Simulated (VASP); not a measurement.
Input of a VASP 6.6.1 run:

Contents of INCAR:

```
SYSTEM = K
PREC = Accurate
ENCUT = 600
EDIFF = 1E-7
ISMEAR = -1
SIGMA = 0.05
LREAL = .FALSE.
LASPH = .TRUE.
NELM = 60
ALGO = Normal
ISIF = 3
LWAVE = .FALSE.
LCHARG = .FALSE.
GGA = PS
IVDW = 12
IBRION = 2
NSW = 60
EDIFFG = -0.01
```

The input KPOINTS:

```
Automatic mesh
0
G
  7 7 7
  0 0 0
```

File POSCAR:

```
K
1.0
   -2.6975585167      2.6975585167      2.6975585167
    2.6975585167     -2.6975585167      2.6975585167
    2.6975585167      2.6975585167     -2.6975585167
K
1
Direct
    0.0000000000      0.0000000000      0.0000000000
```

Potentials or basis: VASP PAW PBE potentials, release 64 (K_sv).

Launch:

```bash
$ cat potpaw_PBE.64/K_sv/POTCAR > POTCAR
$ mpirun -np 1 vasp_std > vasp.out
```

Question: What does it give for the space group after relaxing (to 0.05 Å)?

Answer: Im-3m (No. 229).

Question: What does it give for the relaxed volume?

Answer: 65.18 Å³/atom.

Question: What does it give for the dispersion energy per atom?

Answer: -0.139 eV.

Question: Predict the relaxed cell.

Answer: a = 4.391 Å, b = 4.391 Å, c = 4.391 Å, α = 109.47°, β = 109.47°, γ = 109.47°.

Final structure:
```xyz
1
Lattice="-2.5352 2.5352 2.5352 2.5352 -2.5352 2.5352 2.5352 2.5352 -2.5352" Properties=species:S:1:pos:R:3 pbc="T T T"
K     0.0000    0.0000    0.0000
```

Caveat: the volume moved by over 15 % at a fixed basis, so the end points are rough; the PAW data sets were made with another functional, which shifts forces and pressure a little; pairwise dispersion overbinds metals, which lowers pressure and volume.
